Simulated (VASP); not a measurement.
# SiC (P6_3mc) in VASP: further runs

Runs on SiC. Level: r2SCAN. Tasks: single point, relaxation of cell and atoms.

Program: VASP 6.6.1. These are calculated values, not measurements. Logs are shortened: lines on timing, memory, paths and dates and some standing lists are left out, and cuts for length are marked.

### 1 The cell of the first run

Symmetry: P6_3mc, No. 186, hexagonal system. The conventional cell has a = 3.075 Å, b = 3.075 Å, c = 5.048 Å, α = 90.00°, β = 90.00°, γ = 120.00°. Si (site symmetry 3m) has 4 C at 1.88 to 1.90 Å within 2.5 Å. C (site symmetry 3m) has 4 Si at 1.88 to 1.90 Å within 2.5 Å.

### 2 Single point, r2SCAN

Input file POSCAR:

```
SiC
1.0
    3.0752975717      0.0000000000      0.0000000000
   -1.5376487859      2.6632858213      0.0000000000
    0.0000000000      0.0000000000      5.0483409953
Si C
2 2
Direct
    0.3333333333      0.6666666667      0.4996013826
    0.6666666667      0.3333333333      0.9996013826
    0.3333333333      0.6666666667      0.8753986174
    0.6666666667      0.3333333333      0.3753986174
```

Input file INCAR.step1:

```
SYSTEM = SiC
PREC = Accurate ; ENCUT = 520
ISMEAR = 0 ; SIGMA = 0.02
LREAL = .False. ; LASPH = .True.
NELM = 80 ; NBANDS = 16
GGA = PE ; ALGO = Normal
EDIFF = 1E-4 ; LWAVE = .True.
LCHARG = .False.
```

Input file INCAR.step2:

```
SYSTEM = SiC
PREC = Accurate ; ENCUT = 520
EDIFF = 1E-6 ; ISMEAR = 0
SIGMA = 0.02 ; LREAL = .False.
LASPH = .True. ; NELM = 80
ALGO = Normal ; ISIF = 2
LWAVE = .False. ; LCHARG = .False.
METAGGA = R2SCAN ; LMIXTAU = .True.
NBANDS = 16 ; ISTART = 1
```

Input file KPOINTS:

```
Automatic mesh
0
Gamma
  12 12 6
  0 0 0
```

Potentials or basis: VASP PAW PBE potentials, release 64 (Si, C).

Run with:

```
$ cat potpaw_PBE.64/Si/POTCAR potpaw_PBE.64/C/POTCAR > POTCAR
$ cp INCAR.step1 INCAR
$ mpirun -np 1 vasp_std > vasp.out
$ cp INCAR.step2 INCAR
$ mpirun -np 1 vasp_std > vasp.out
```

OUTCAR:

```text
SYSTEM = SiC
   PREC = Accurate
   ENCUT = 520
   EDIFF = 1E-6
   ISMEAR = 0
   LREAL = .False.
   LASPH = .True.
   NELM = 80
   ISIF = 2
   METAGGA = R2SCAN
   ISTART = 1

 ion  position               nearest neighbor table
   1  0.333  0.667  0.500-   4 1.88   4 1.88   4 1.88   3 1.90   2 3.09   2 3.09   2 3.09   2 3.09
                             2 3.09   2 3.09
   2  0.667  0.333  1.000-   3 1.88   3 1.88   3 1.88   4 1.90   1 3.09   1 3.09   1 3.09   1 3.09
                             1 3.09   1 3.09
   3  0.333  0.667  0.875-   2 1.88   2 1.88   2 1.88   1 1.90
   4  0.667  0.333  0.375-   1 1.88   1 1.88   1 1.88   2 1.90

  LATTYP: Found a hexagonal cell.
 ALAT       =     3.0752975717
 C/A-ratio  =     1.6415780514

  Lattice vectors:

 A1 = (   3.0752975717,   0.0000000000,   0.0000000000)
 A2 = (  -1.5376487859,   2.6632858213,   0.0000000000)
 A3 = (   0.0000000000,   0.0000000000,   5.0483409953)

Analysis of symmetry for initial positions (statically):
=====================================================================
 Subroutine PRICEL returns:
 Original cell was already a primitive cell.

 Routine SETGRP: Setting up the symmetry group for a
 hexagonal supercell.

 Subroutine GETGRP returns: Found 12 space group operations
 (whereof  6 operations were pure point group operations)
 out of a pool of 24 trial point group operations.

The static configuration has the point symmetry C_3v.
 The point group associated with its full space group is C_6v.

Analysis of symmetry for dynamics (positions and initial velocities):
=====================================================================
 Subroutine PRICEL returns:
 Original cell was already a primitive cell.

 Routine SETGRP: Setting up the symmetry group for a
 hexagonal supercell.

 Subroutine GETGRP returns: Found 12 space group operations
 (whereof  6 operations were pure point group operations)
 out of a pool of 24 trial point group operations.

The dynamic configuration has the point symmetry C_3v.
 The point group associated with its full space group is C_6v.

 Subroutine INISYM returns: Found 12 space group operations
 (whereof  6 operations are pure point group operations),
 and found     1 'primitive' translations

----------------------------------------------------------------------------------------

                                     Primitive cell

  volume of cell :      41.3479

  direct lattice vectors                    reciprocal lattice vectors
     3.075297572  0.000000000  0.000000000     0.325171785  0.187738017  0.000000000
    -1.537648786  2.663285821  0.000000000     0.000000000  0.375476035  0.000000000
     0.000000000  0.000000000  5.048340995     0.000000000  0.000000000  0.198084876

  length of vectors
     3.075297572  3.075297572  5.048340995     0.375476035  0.375476035  0.198084876

  position of ions in fractional coordinates (direct lattice)
     0.333333333  0.666666667  0.499601383
     0.666666667  0.333333333  0.999601383
     0.333333333  0.666666667  0.875398617
     0.666666667  0.333333333  0.375398617

  ion indices of the primitive-cell ions
   primitive index   ion index
                 1           1
                 2           2
                 3           3
                 4           4

----------------------------------------------------------------------------------------

 KPOINTS: Automatic mesh

Automatic generation of k-mesh.
 Grid dimensions read from file:
 generate k-points for:   12   12    6

 Generating k-lattice:

  Cartesian coordinates                     Fractional coordinates (reciprocal lattice)
     0.027097649  0.015644835  0.000000000     0.083333333  0.000000000  0.000000000
     0.000000000  0.031289670  0.000000000     0.000000000  0.083333333  0.000000000
     0.000000000  0.000000000  0.033014146     0.000000000  0.000000000  0.166666667

  Length of vectors
     0.031289670  0.031289670  0.033014146

  Shift w.r.t. Gamma in fractional coordinates (k-lattice)
     0.000000000  0.000000000  0.000000000

 Subroutine IBZKPT returns following result:
 ===========================================

 Found     76 irreducible k-points:

 Following reciprocal coordinates:
            Coordinates               Weight
  0.000000  0.000000  0.000000      1.000000
  0.083333 -0.000000  0.000000      6.000000
  0.166667  0.000000  0.000000      6.000000
  0.250000  0.000000  0.000000      6.000000
  0.333333  0.000000  0.000000      6.000000
  0.416667 -0.000000  0.000000      6.000000
[... 16 lines left out ...]
  0.250000  0.000000  0.166667     12.000000
  0.333333  0.000000  0.166667     12.000000
 [... further k-points ...]
   k-points           NKPTS =     76   k-points in BZ     NKDIM =     76   number of bands    NBANDS=     16
   number of dos      NEDOS =    301   number of ions     NIONS =      4
   total plane-waves  NPLWV =  23040
   dimension x,y,z NGX =    24 NGY =   24 NGZ =   40
   dimension x,y,z NGXF=    48 NGYF=   48 NGZF=   80
   ions per type =               2   2
   NGX,Y,Z   is equivalent  to a cutoff of  12.97, 12.97, 13.17 a.u.
   NGXF,Y,Z  is equivalent  to a cutoff of  25.95, 25.95, 26.34 a.u.
 SYSTEM =  SiC
   PREC   = accura    normal or accurate (medium, high low for compatibility)
   ISTART =      1    job   : 0-new  1-cont  2-samecut
   ICHARG =      0    charge: 1-file 2-atom 10-const
   ISPIN  =      1    spin polarized calculation?
   LNONCOLLINEAR =      F non collinear calculations
   LSORBIT =      F    spin-orbit coupling
   LASPH  =      T    aspherical Exc in radial PAW
   ENCUT  =  520.0 eV  38.22 Ry    6.18 a.u.   5.72  5.72  9.39*2*pi/ulx,y,z
   NELM   =     80;   NELMIN=  2; NELMDL=  0     # of ELM steps
   EDIFF  = 0.1E-05   stopping-criterion for ELM
   LREAL  =      F    real-space projection
   EDIFFG = 0.1E-04   stopping-criterion for IOM
   NSW    =      0    number of steps for IOM
   IBRION =     -1    ionic relax: 0-MD 1-quasi-New 2-CG
   NFREE  =      0    steps in history (QN), initial steepest desc. (CG)
   ISIF   =      2    stress and relaxation
   ISYM   =      2    0-nonsym 1-usesym 2-fastsym
   POTIM  = 0.5000    time-step for ionic-motion
   TEBEG  =    0.0;   TEEND  =   0.0 temperature during run
   PSTRESS=    0.0 pullay stress
   NELECT =      16.0000    total number of electrons
   NUPDOWN=      -1.0000    fix difference up-down
   EMIN   =  10.00;   EMAX   =-10.00  energy-range for DOS
   EFERMI =   0.00;   METHOD = LEGACY
   ISMEAR =     0;   SIGMA  =   0.02  broadening in eV -4-tet -1-fermi 0-gaus
   EFERMI_NEDOS =   21; number of points for ismear=-14 and -15
   IALGO  =     38    algorithm
   IMIX   =      4    mixing-type and parameters
     AMIX     =   0.40;   BMIX     =  1.00
     AMIX_MAG =   1.60;   BMIX_MAG =  1.00
  volume/ion in A,a.u.               =      10.34        69.76
  Fermi-wavevector in a.u.,A,eV,Ry     =   1.192972  2.254390 19.363573  1.423182
  Thomas-Fermi vector in A             =   2.328998
   LORBIT       =      0    0 simple, 1 ext, 2 COOP (PROOUT), +10 PAW based schemes
   METAGGA = R2SCAN    functional components
   LHFCALC =     F    Hartree Fock is set to
   AEXX    =    0.0000 exact exchange contribution
   IVDW    =     0    specifies the selected vdW correction
   LEPSILON=     F    determine dielectric tensor
   LRPA    =     F    only Hartree local field effects (RPA)
 non-spin polarized calculation
 Gauss-broadening in eV      SIGMA  =   0.02
  energy-cutoff  :      520.00
  volume of cell :       41.35
 maximum number of plane-waves:      1126
 NGX is ok and might be reduce to    24
   NGX = 11   NGY = 11   NGZ = 19

 number of electron      16.0000000 magnetization

 Free energy of the ion-electron system (eV)
  ---------------------------------------------------
  ext. energy  EPLUGINS =         0.00000000
  ---------------------------------------------------
  free energy    TOTEN  =       -38.63789351 eV

  energy without entropy =      -38.63789351  energy(sigma->0) =      -38.63789351

 E-fermi :   8.3199     XC(G=0): -11.9290

 val. band max:        8.1457657734   @ k =   0.0000   0.0000   0.0000
 cond. band min:      10.8041123847   @ k =   0.3333   0.3333   0.0000
 fundamental gap:      2.6583466113
 Fermi energy:         8.3199276835

 k-point     1 :       0.0000    0.0000    0.0000
  band No.  band energies     occupation
      1      -8.2092      2.00000
      2      -4.5823      2.00000
      3      -0.8467      2.00000
      4       6.7605      2.00000
      5       6.7605      2.00000
      6       8.0318      2.00000
[... 8 lines left out ...]
     15      17.7252      0.00000
     16      20.1768      0.00000

 k-point     2 :       0.0833   -0.0000    0.0000
  band No.  band energies     occupation
      1      -8.0842      2.00000
      2      -4.4769      2.00000
      3      -0.7314      2.00000
      4       6.0620      2.00000
      5       6.5416      2.00000
      6       7.6626      2.00000
[... 8 lines left out ...]
     15      18.0512      0.00000
     16      19.1999      0.00000

 k-point     3 :       0.1667    0.0000    0.0000
  band No.  band energies     occupation
      1      -7.7131      2.00000
      2      -4.1713      2.00000
      3      -0.3953      2.00000
      4       4.5295      2.00000
      5       6.0447      2.00000
      6       6.4947      2.00000
[... 8 lines left out ...]
     15      18.3883      0.00000
     16      18.7399      0.00000

 k-point     4 :       0.2500    0.0000    0.0000
  band No.  band energies     occupation
      1      -7.1084      2.00000
      2      -3.7076      2.00000
      3       0.1128      2.00000
      4       2.8569      2.00000
      5       5.0431      2.00000
      6       5.5039      2.00000
[... 8 lines left out ...]
     15      19.0084      0.00000
     16      19.6854      0.00000

 k-point     5 :       0.3333    0.0000    0.0000
  band No.  band energies     occupation
      1      -6.3018      2.00000
      2      -3.2175      2.00000
      3       0.4639      2.00000
      4       1.7218      2.00000
      5       3.5728      2.00000
      6       5.0558      2.00000
[... 8 lines left out ...]
     15      19.9042      0.00000
     16      21.1837      0.00000

 k-point     6 :       0.4167   -0.0000    0.0000
  band No.  band energies     occupation
      1      -5.3876      2.00000
      2      -3.0712      2.00000
      3       0.0864      2.00000
      4       1.9907      2.00000
      5       2.3572      2.00000
      6       4.7672      2.00000
[... 8 lines left out ...]
     15      20.0346      0.00000
     16      21.4305      0.00000
[... 267 lines left out ...]
 k-point    21 :       0.0833   -0.0000    0.1667
  band No.  band energies     occupation
      1      -7.9439      2.00000
      2      -5.0025      2.00000
      3       0.0195      2.00000
      4       6.1564      2.00000
      5       6.6270      2.00000
      6       7.0722      2.00000
[... 8 lines left out ...]
     15      17.7424      0.00000
     16      19.7444      0.00000

 k-point    22 :       0.1667    0.0000    0.1667
  band No.  band energies     occupation
      1      -7.5740      2.00000
      2      -4.6786      2.00000
      3       0.3159      2.00000
      4       4.6567      2.00000
      5       6.0938      2.00000
      6       6.1398      2.00000
[... 8 lines left out ...]
     15      18.5894      0.00000
     16      19.1032      0.00000

 k-point    23 :       0.2500    0.0000    0.1667
  band No.  band energies     occupation
      1      -6.9718      2.00000
      2      -4.1749      2.00000
      3       0.6966      2.00000
      4       3.0719      2.00000
      5       4.6428      2.00000
      6       5.6062      2.00000
[... 8 lines left out ...]
     15      19.6684      0.00000
     16      19.7470      0.00000

 k-point    24 :       0.3333    0.0000    0.1667
  band No.  band energies     occupation
      1      -6.1701      2.00000
      2      -3.5926      2.00000
      3       0.5510      2.00000
      4       2.3138      2.00000
      5       3.1586      2.00000
      6       5.1625      2.00000
[... 8 lines left out ...]
     15      20.3488      0.00000
     16      21.0763      0.00000

 [... further k-points ...]
[... 5 lines left out ...]
  --------------------------------------------------------------------------------------
  -------------------------------------------------------------------------------------
  Total       -0.0470358     -0.0470358     -0.0466112      0.0000000      0.0000000      0.0000000
  in kB       -1.8225746     -1.8225746     -1.8061228      0.0000000      0.0000000      0.0000000
  external PRESSURE =      -1.8170907 kB  Pullay stress =       0.0000000 kB

 VOLUME and BASIS-vectors are now :
 -----------------------------------------------------------------------------
  energy-cutoff  :      520.00
  volume of cell :       41.35
      direct lattice vectors                 reciprocal lattice vectors
     3.075297572  0.000000000  0.000000000     0.325171785  0.187738017  0.000000000
    -1.537648786  2.663285821  0.000000000     0.000000000  0.375476035  0.000000000
     0.000000000  0.000000000  5.048340995     0.000000000  0.000000000  0.198084876

 POSITION                                       TOTAL-FORCE (eV/Angst)
 -----------------------------------------------------------------------------------
     -0.00000      1.77552      2.52216        -0.000000      0.000000     -0.000167
      1.53765      0.88776      5.04633         0.000000     -0.000000     -0.000167
     -0.00000      1.77552      4.41931         0.000000      0.000000      0.000167
      1.53765      0.88776      1.89514         0.000000      0.000000      0.000167
 -----------------------------------------------------------------------------------
    total drift:                               -0.000000     -0.000000      0.000377

  FREE ENERGIE OF THE ION-ELECTRON SYSTEM (eV)
  ---------------------------------------------------
  free  energy   TOTEN  =       -38.6378935105 eV

  energy  without entropy=      -38.6378935105  energy(sigma->0) =      -38.63789351
```

Run time: 2.6 min. Hardware: 1 thread of Intel Xeon Platinum 8375C at 2.90GHz (Ice Lake), shared host; peak memory 0.18 GiB.

What came out:

* Free energy: -38.6379 eV
* Pressure: -0.2 GPa
* Band gap on the k mesh: 2.66 eV, indirect (least direct gap 4.48 eV)

Caveat: the PAW data sets were made with another functional, which shifts forces and pressure a little.

### 3 Single point, r2SCAN (biaxial strain in the a-b plane: +2.0 %)

Input file POSCAR:

```
SiC
1.0
    3.1368035232      0.0000000000      0.0000000000
   -1.5684017616      2.7165515377      0.0000000000
    0.0000000000      0.0000000000      4.9877609034
Si C
2 2
Direct
    0.3333333333      0.6666666667      0.4996013826
    0.6666666667      0.3333333333      0.9996013826
    0.3333333333      0.6666666667      0.8753986174
    0.6666666667      0.3333333333      0.3753986174
```

Input file INCAR.step1:

```
PREC = Accurate
ENCUT = 520
ISMEAR = 0
SIGMA = 0.02
LREAL = False
LASPH = True
NELM = 80
NBANDS = 16
GGA = PE
ALGO = Normal
EDIFF = 1E-4
LWAVE = True
LCHARG = False
```

Input file INCAR.step2:

```
PREC = Accurate
ENCUT = 520
EDIFF = 1E-6
ISMEAR = 0
SIGMA = 0.02
LREAL = False
LASPH = True
NELM = 80
ALGO = Normal
ISIF = 2
LWAVE = False
LCHARG = False
METAGGA = R2SCAN
LMIXTAU = True
NBANDS = 16
ISTART = 1
```

Input file KPOINTS:

```
regular mesh
0
Gamma
  12 12 6
```

Potentials or basis: VASP PAW PBE potentials, release 64 (Si, C).

Run with:

```
$ cat potpaw_PBE.64/Si/POTCAR potpaw_PBE.64/C/POTCAR > POTCAR
$ cp INCAR.step1 INCAR
$ mpirun -np 1 vasp_std > vasp.out
$ cp INCAR.step2 INCAR
$ mpirun -np 1 vasp_std > vasp.out
```

It took 2.4 min on 1 thread of Intel Xeon Platinum 8375C at 2.90GHz (Ice Lake), shared host; peak memory 0.18 GiB.

Results (log left out):

```
Free energy            : -38.5646 eV
Pressure               : -5.9 GPa
Largest force          : 0.286 eV/Å
Band gap on the k mesh : 2.80 eV, indirect (least direct gap 4.11 eV)
```

Forces in eV/Å, atoms in the order of the input:
```
Si   0.000  0.000 -0.286
Si   0.000  0.000 -0.286
C    0.000  0.000  0.286
C    0.000  0.000  0.286
```

Stress tensor (GPa, compression positive):
```
-11.90   0.00   0.00
  0.00 -11.90   0.00
  0.00   0.00   6.01
```

Levels at points of the mesh, in eV from the valence-band top:
```csv
k point,band 5,band 6,band 7,band 8,band 9,band 10,band 11,band 12
"(0.00, 0.00, 0.00)",-1.56,-0.02,-0.02,0.00,4.63,6.74,6.76,6.76
"(0.50, 0.00, 0.00)",-5.56,-3.58,-3.31,-1.18,2.93,4.83,7.21,7.40
"(0.00, 0.00, 0.50)",-0.86,-0.86,-0.86,-0.86,5.88,5.88,7.51,7.51
"(0.50, 0.00, 0.50)",-2.60,-2.60,-2.27,-2.27,3.72,3.72,5.84,5.84
```

Caveat: the cell differs from its parent crystal (biaxial strain in the a-b plane: +2.0 %); the PAW data sets were made with another functional, which shifts forces and pressure a little.

### 4 Single point, r2SCAN (biaxial strain in the a-b plane: +2.0 %, then relaxed in part)

Input file POSCAR:

```
SiC
1.0
    3.1368035232      0.0000000000      0.0000000000
   -1.5684017616      2.7165515377      0.0000000000
    0.0000000000      0.0000000000      5.0319412883
Si C
2 2
Direct
    0.3333333333      0.6666666667      0.4985728752
    0.6666666667      0.3333333333      0.9985728752
    0.3333333333      0.6666666667      0.8764271248
    0.6666666667      0.3333333333      0.3764271248
```

Input file INCAR.step1:

```
SYSTEM = SiC
PREC     = Accurate       ! precision mode
ENCUT    = 520            ! plane-wave cutoff, eV
ISMEAR   = 0              ! smearing method
SIGMA    = 0.02           ! smearing width, eV
LREAL    = .False.        ! projectors in reciprocal space
LASPH    = .True.         ! aspherical terms in the spheres
NELM     = 80             ! most SCF steps
NBANDS   = 16             ! bands
GGA      = PE             ! functional
ALGO     = Normal         ! electronic algorithm
EDIFF    = 1E-4           ! SCF threshold, eV
LWAVE    = .True.         ! write WAVECAR
LCHARG   = .False.        ! write CHGCAR
```

Input file INCAR.step2:

```
SYSTEM = SiC
PREC     = Accurate       ! precision mode
ENCUT    = 520            ! plane-wave cutoff, eV
EDIFF    = 1E-6           ! SCF threshold, eV
ISMEAR   = 0              ! smearing method
SIGMA    = 0.02           ! smearing width, eV
LREAL    = .False.        ! projectors in reciprocal space
LASPH    = .True.         ! aspherical terms in the spheres
NELM     = 80             ! most SCF steps
ALGO     = Normal         ! electronic algorithm
ISIF     = 2              ! what is computed and relaxed
LWAVE    = .False.        ! write WAVECAR
LCHARG   = .False.        ! write CHGCAR
METAGGA  = R2SCAN         ! meta-GGA
LMIXTAU  = .True.       
NBANDS   = 16             ! bands
ISTART   = 1
```

Input file KPOINTS:

```
Automatic mesh
0
Gamma
  12 12 6
  0 0 0
```

Run with:

```
$ cat potpaw_PBE.64/Si/POTCAR potpaw_PBE.64/C/POTCAR > POTCAR
$ cp INCAR.step1 INCAR
$ mpirun -np 1 vasp_std > vasp.out
$ cp INCAR.step2 INCAR
$ mpirun -np 1 vasp_std > vasp.out
```

Run time: 2.6 min. Hardware: 1 thread of Intel Xeon Platinum 8375C at 2.90GHz (Ice Lake), shared host; peak memory 0.18 GiB.

It converged, with:

| Quantity | Value |
| --- | --- |
| Free energy | -38.5744 eV |
| Pressure | -7.9 GPa |
| Band gap on the k mesh | 2.79 eV, indirect (least direct gap 4.20 eV) |

Stress tensor (GPa, compression positive):
```
-11.77   0.00   0.00
  0.00 -11.77   0.00
  0.00   0.00  -0.09
```

Levels at points of the mesh, in eV from the valence-band top:
```csv
k point,band 4,band 5,band 6,band 7,band 8,band 9,band 10,band 11,band 12,band 13
"(0.00, 0.00, 0.00)",-1.56,-1.56,-0.08,-0.08,0.00,4.65,6.57,6.74,6.74,8.15
"(0.50, 0.00, 0.00)",-6.37,-5.52,-3.56,-3.28,-1.26,2.94,4.75,7.13,7.42,10.83
"(0.00, 0.00, 0.50)",-4.39,-0.88,-0.88,-0.88,-0.88,5.85,5.85,7.48,7.48,7.48
"(0.50, 0.00, 0.50)",-8.42,-2.62,-2.62,-2.30,-2.30,3.66,3.66,5.69,5.69,10.89
```

Caveat: the cell differs from its parent crystal (biaxial strain in the a-b plane: +2.0 %, then relaxed in part); the PAW data sets were made with another functional, which shifts forces and pressure a little.

(Continued in part 2 of 2.)
